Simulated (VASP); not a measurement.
# TaN (P-6m2) in VASP: notebook

TaN is run at these levels: PBEsol; tasks: single point.

Everything below comes from runs of VASP 6.6.1. Logs are shortened: lines on timing, memory, paths and dates and some standing lists are left out, and cuts for length are marked.

### 1 The cell of the first run

It takes space group P-6m2 (No. 187, hexagonal). The conventional cell has a = 2.814 Å, b = 2.814 Å, c = 2.978 Å, α = 90.00°, β = 90.00°, γ = 120.00°. Ta (site symmetry -6m2) has 6 N at 2.20 Å and 8 Ta at 2.81 to 2.98 Å within 3.0 Å. Within 3.0 Å of N (site symmetry -6m2) lie 6 Ta at 2.20 Å and 8 N at 2.81 to 2.98 Å.

### 2 Single point, PBEsol

Contents of INCAR:

```
PREC = Accurate
ENCUT = 700
EDIFF = 1E-6
ISMEAR = 0
SIGMA = 0.15
LREAL = False
LASPH = True
NELM = 120
ALGO = Normal
ISIF = 2
LWAVE = False
LCHARG = False
GGA = PS
NBANDS = 16
GGA_COMPAT = False
```

Contents of KPOINTS:

```
regular mesh
0
Gamma
  18 18 16
```

Contents of POSCAR:

```
TaN
1.0
    2.8144000000      0.0000000000      0.0000000000
   -1.4072000000      2.4373418964      0.0000000000
    0.0000000000      0.0000000000      2.9784000000
Ta N
1 1
Direct
    0.3333333333      0.6666666667      0.5000000000
    0.0000000000      0.0000000000      0.0000000000
```

Potentials or basis: VASP PAW PBE potentials, release 64 (Ta_sv_GW, N).

Launch:

```
$ cat potpaw_PBE.64/Ta_sv_GW/POTCAR potpaw_PBE.64/N/POTCAR > POTCAR
$ mpirun -np 1 vasp_std > vasp.out
```

OUTCAR:

```text
PREC = Accurate
   ENCUT = 700
   EDIFF = 1E-6
   ISMEAR = 0
   LREAL = False
   LASPH = True
   NELM = 120
   ISIF = 2
   GGA = PS

 ion  position               nearest neighbor table
   1  0.333  0.667  0.500-   2 2.20   2 2.20   2 2.20   2 2.20   2 2.20   2 2.20
   2  0.000  0.000  0.000-   1 2.20   1 2.20   1 2.20   1 2.20   1 2.20   1 2.20

  LATTYP: Found a hexagonal cell.
 ALAT       =     2.8144000000
 C/A-ratio  =     1.0582717453

  Lattice vectors:

 A1 = (   2.8144000000,   0.0000000000,   0.0000000000)
 A2 = (  -1.4072000000,   2.4373418964,   0.0000000000)
 A3 = (   0.0000000000,   0.0000000000,   2.9784000000)

Analysis of symmetry for initial positions (statically):
=====================================================================
 Subroutine PRICEL returns:
 Original cell was already a primitive cell.

 Routine SETGRP: Setting up the symmetry group for a
 hexagonal supercell.

 Subroutine GETGRP returns: Found 12 space group operations
 (whereof 12 operations were pure point group operations)
 out of a pool of 24 trial point group operations.

The static configuration has the point symmetry D_3h.

Analysis of symmetry for dynamics (positions and initial velocities):
=====================================================================
 Subroutine PRICEL returns:
 Original cell was already a primitive cell.

 Routine SETGRP: Setting up the symmetry group for a
 hexagonal supercell.

 Subroutine GETGRP returns: Found 12 space group operations
 (whereof 12 operations were pure point group operations)
 out of a pool of 24 trial point group operations.

The dynamic configuration has the point symmetry D_3h.

 Subroutine INISYM returns: Found 12 space group operations
 (whereof 12 operations are pure point group operations),
 and found     1 'primitive' translations

----------------------------------------------------------------------------------------

                                     Primitive cell

  volume of cell :      20.4308

  direct lattice vectors                    reciprocal lattice vectors
     2.814400000  0.000000000  0.000000000     0.355315520  0.205141511  0.000000000
    -1.407200000  2.437341896  0.000000000     0.000000000  0.410283022  0.000000000
     0.000000000  0.000000000  2.978400000     0.000000000  0.000000000  0.335750739

  length of vectors
     2.814400000  2.814400000  2.978400000     0.410283022  0.410283022  0.335750739

  position of ions in fractional coordinates (direct lattice)
     0.333333333  0.666666667  0.500000000
     0.000000000  0.000000000  0.000000000

  ion indices of the primitive-cell ions
   primitive index   ion index
                 1           1
                 2           2

----------------------------------------------------------------------------------------

 KPOINTS: regular mesh

Automatic generation of k-mesh.
 Grid dimensions read from file:
 generate k-points for:   18   18   16

 Generating k-lattice:

  Cartesian coordinates                     Fractional coordinates (reciprocal lattice)
     0.019739751  0.011396751  0.000000000     0.055555556  0.000000000  0.000000000
     0.000000000  0.022793501  0.000000000     0.000000000  0.055555556  0.000000000
     0.000000000  0.000000000  0.020984421     0.000000000  0.000000000  0.062500000

  Length of vectors
     0.022793501  0.022793501  0.020984421

  Shift w.r.t. Gamma in fractional coordinates (k-lattice)
     0.000000000  0.000000000  0.000000000

 Subroutine IBZKPT returns following result:
 ===========================================

 Found    333 irreducible k-points:

 Following reciprocal coordinates:
            Coordinates               Weight
  0.000000  0.000000  0.000000      1.000000
  0.055556  0.000000  0.000000      6.000000
  0.111111  0.000000  0.000000      6.000000
  0.166667  0.000000  0.000000      6.000000
  0.222222  0.000000  0.000000      6.000000
  0.277778  0.000000  0.000000      6.000000
[... 16 lines left out ...]
  0.333333  0.111111  0.000000     12.000000
  0.388889  0.111111  0.000000     12.000000
 [... further k-points ...]
   k-points           NKPTS =    333   k-points in BZ     NKDIM =    333   number of bands    NBANDS=     16
   number of dos      NEDOS =    301   number of ions     NIONS =      2
   total plane-waves  NPLWV =  16128
   dimension x,y,z NGX =    24 NGY =   24 NGZ =   28
   dimension x,y,z NGXF=    48 NGYF=   48 NGZF=   56
   ions per type =               1   1
   NGX,Y,Z   is equivalent  to a cutoff of  14.18, 14.18, 15.63 a.u.
   NGXF,Y,Z  is equivalent  to a cutoff of  28.35, 28.35, 31.26 a.u.
 SYSTEM =  unknown system
   PREC   = accura    normal or accurate (medium, high low for compatibility)
   ISTART =      0    job   : 0-new  1-cont  2-samecut
   ICHARG =      2    charge: 1-file 2-atom 10-const
   ISPIN  =      1    spin polarized calculation?
   LNONCOLLINEAR =      F non collinear calculations
   LSORBIT =      F    spin-orbit coupling
   LASPH  =      T    aspherical Exc in radial PAW
   ENCUT  =  700.0 eV  51.45 Ry    7.17 a.u.   6.07  6.07  6.43*2*pi/ulx,y,z
   NELM   =    120;   NELMIN=  2; NELMDL= -5     # of ELM steps
   EDIFF  = 0.1E-05   stopping-criterion for ELM
   LREAL  =      F    real-space projection
[... 7 lines left out ...]
   TEBEG  =    0.0;   TEEND  =   0.0 temperature during run
   PSTRESS=    0.0 pullay stress
   NELECT =      18.0000    total number of electrons
   NUPDOWN=      -1.0000    fix difference up-down
   EMIN   =  10.00;   EMAX   =-10.00  energy-range for DOS
   EFERMI =   0.00;   METHOD = LEGACY
   ISMEAR =     0;   SIGMA  =   0.15  broadening in eV -4-tet -1-fermi 0-gaus
   EFERMI_NEDOS =   21; number of points for ismear=-14 and -15
   IALGO  =     38    algorithm
   IMIX   =      4    mixing-type and parameters
     AMIX     =   0.40;   BMIX     =  1.00
     AMIX_MAG =   1.60;   BMIX_MAG =  1.00
  volume/ion in A,a.u.               =      10.22        68.94
  Fermi-wavevector in a.u.,A,eV,Ry     =   1.569413  2.965760 33.511925  2.463057
  Thomas-Fermi vector in A             =   2.671299
   LORBIT       =      0    0 simple, 1 ext, 2 COOP (PROOUT), +10 PAW based schemes
   GGA     = PS    functional components
   LHFCALC =     F    Hartree Fock is set to
   AEXX    =    0.0000 exact exchange contribution
   IVDW    =     0    specifies the selected vdW correction
   LEPSILON=     F    determine dielectric tensor
   LRPA    =     F    only Hartree local field effects (RPA)
 non-spin polarized calculation
 Gauss-broadening in eV      SIGMA  =   0.15
  energy-cutoff  :      700.00
  volume of cell :       20.43
 maximum number of plane-waves:       878
   NGX = 13   NGY = 13   NGZ = 13

 number of electron      17.9999999 magnetization

 Free energy of the ion-electron system (eV)
  ---------------------------------------------------
  ext. energy  EPLUGINS =         0.00000000
  ---------------------------------------------------
  free energy    TOTEN  =       -26.14992371 eV

  energy without entropy =      -26.14926486  energy(sigma->0) =      -26.14959428

 E-fermi :  12.9877     XC(G=0): -14.1917

 val. band max:       12.9770603492   @ k =   0.0556   0.0000   0.5000
 cond. band min:      13.0321248797   @ k =   0.0556   0.0000   0.4375
 fundamental gap:      0.0550645305
 Fermi energy:        12.9876957920

 k-point     1 :       0.0000    0.0000    0.0000
  band No.  band energies     occupation
      1     -55.3403      2.00000
      2     -21.7684      2.00000
      3     -21.1761      2.00000
      4     -21.1761      2.00000
      5      -4.9581      2.00000
      6       8.3087      2.00000
[... 8 lines left out ...]
     15      26.1972      0.00000
     16      30.2832      0.00000

 k-point     2 :       0.0556    0.0000    0.0000
  band No.  band energies     occupation
      1     -55.3365      2.00000
      2     -21.7615      2.00000
      3     -21.2264      2.00000
      4     -21.1866      2.00000
      5      -4.8832      2.00000
      6       8.3820      2.00000
[... 8 lines left out ...]
     15      26.2414      0.00000
     16      30.3878      0.00000

 k-point     3 :       0.1111    0.0000    0.0000
  band No.  band energies     occupation
      1     -55.3252      2.00000
      2     -21.7416      2.00000
      3     -21.3689      2.00000
      4     -21.2168      2.00000
      5      -4.6672      2.00000
      6       8.0915      2.00000
[... 8 lines left out ...]
     15      26.3265      0.00000
     16      30.2265      0.00000

 k-point     4 :       0.1667    0.0000    0.0000
  band No.  band energies     occupation
      1     -55.3079      2.00000
      2     -21.7109      2.00000
      3     -21.5816      2.00000
      4     -21.2628      2.00000
      5      -4.3338      2.00000
      6       7.4065      2.00000
[... 8 lines left out ...]
     15      26.4196      0.00000
     16      29.8148      0.00000

 k-point     5 :       0.2222    0.0000    0.0000
  band No.  band energies     occupation
      1     -55.2865      2.00000
      2     -21.8336      2.00000
      3     -21.6730      2.00000
      4     -21.3184      2.00000
      5      -3.9174      2.00000
      6       6.6781      2.00000
[... 8 lines left out ...]
     15      26.5981      0.00000
     16      29.7346      0.00000

 k-point     6 :       0.2778    0.0000    0.0000
  band No.  band energies     occupation
      1     -55.2638      2.00000
      2     -22.0923      2.00000
      3     -21.6324      2.00000
      4     -21.3770      2.00000
      5      -3.4598      2.00000
      6       5.9973      2.00000
[... 8 lines left out ...]
     15      26.9333      0.00000
     16      30.0167      0.00000
[... 267 lines left out ...]
 k-point    21 :       0.2222    0.1111    0.0000
  band No.  band energies     occupation
      1     -55.2568      2.00000
      2     -22.1173      2.00000
      3     -21.6200      2.00000
      4     -21.4539      2.00000
      5      -3.3066      2.00000
      6       5.9485      2.00000
[... 8 lines left out ...]
     15      27.0360      0.00000
     16      30.0094      0.00000

 k-point    22 :       0.2778    0.1111    0.0000
  band No.  band energies     occupation
      1     -55.2367      2.00000
      2     -22.3196      2.00000
      3     -21.5838      2.00000
      4     -21.5251      2.00000
      5      -2.8712      2.00000
      6       5.4524      2.00000
[... 8 lines left out ...]
     15      27.3700      0.00000
     16      30.2772      0.00000

 k-point    23 :       0.3333    0.1111    0.0000
  band No.  band energies     occupation
      1     -55.2202      2.00000
      2     -22.4805      2.00000
      3     -21.5826      2.00000
      4     -21.5541      2.00000
      5      -2.4950      2.00000
      6       5.0666      2.00000
[... 8 lines left out ...]
     15      27.1090      0.00000
     16      29.5982      0.00000

 k-point    24 :       0.3889    0.1111    0.0000
  band No.  band energies     occupation
      1     -55.2093      2.00000
      2     -22.5837      2.00000
      3     -21.6198      2.00000
      4     -21.5346      2.00000
      5      -2.2360      2.00000
      6       4.8197      2.00000
[... 8 lines left out ...]
     15      26.1812      0.00000
     16      29.7466      0.00000

 [... further k-points ...]

------------------------ aborting loop because EDIFF is reached ----------------------------------------

  FORCE on cell =-STRESS in cart. coord.  units (eV):
  Direction    XX          YY          ZZ          XY          YZ          ZX
  --------------------------------------------------------------------------------------
  -------------------------------------------------------------------------------------
  Total        3.9725519      3.9725519     -2.3825030     -0.0000000     -0.0000000     -0.0000000
  in kB      311.5264043    311.5264043   -186.8352196     -0.0000000     -0.0000000     -0.0000000
  external PRESSURE =     145.4058630 kB  Pullay stress =       0.0000000 kB

 VOLUME and BASIS-vectors are now :
 -----------------------------------------------------------------------------
  energy-cutoff  :      700.00
  volume of cell :       20.43
      direct lattice vectors                 reciprocal lattice vectors
     2.814400000  0.000000000  0.000000000     0.355315520  0.205141511  0.000000000
    -1.407200000  2.437341896  0.000000000     0.000000000  0.410283022  0.000000000
     0.000000000  0.000000000  2.978400000     0.000000000  0.000000000  0.335750739

 POSITION                                       TOTAL-FORCE (eV/Angst)
 -----------------------------------------------------------------------------------
     -0.00000      1.62489      1.48920        -0.000000      0.000000      0.000000
      0.00000      0.00000      0.00000         0.000000     -0.000000      0.000000
 -----------------------------------------------------------------------------------
    total drift:                                0.000000     -0.000000     -0.000000

  FREE ENERGIE OF THE ION-ELECTRON SYSTEM (eV)
  ---------------------------------------------------
  free  energy   TOTEN  =       -26.1499237089 eV

  energy  without entropy=      -26.1492648560  energy(sigma->0) =      -26.14959428
```

Run time: 63 s. Hardware: 1 thread of Intel Xeon Platinum 8488C (Sapphire Rapids), shared host; peak memory 0.31 GiB.

What came out:

```yaml
Free_energy: -26.1499 eV
Pressure: 14.5 GPa
Band_gap_on_the_k_mesh: zero (bands 9 and 10 overlap by 0.51 eV)
```

Caveat: the stress differs along the axes, from -19 to 31 GPa; the PAW data sets were made with another functional, which shifts forces and pressure a little; spin-orbit coupling is left out, which moves the levels of the heavy elements.

(Part 1 of 2 ends here.)

The gap in the log of VASP goes by the Fermi energy; the results here count the filled bands.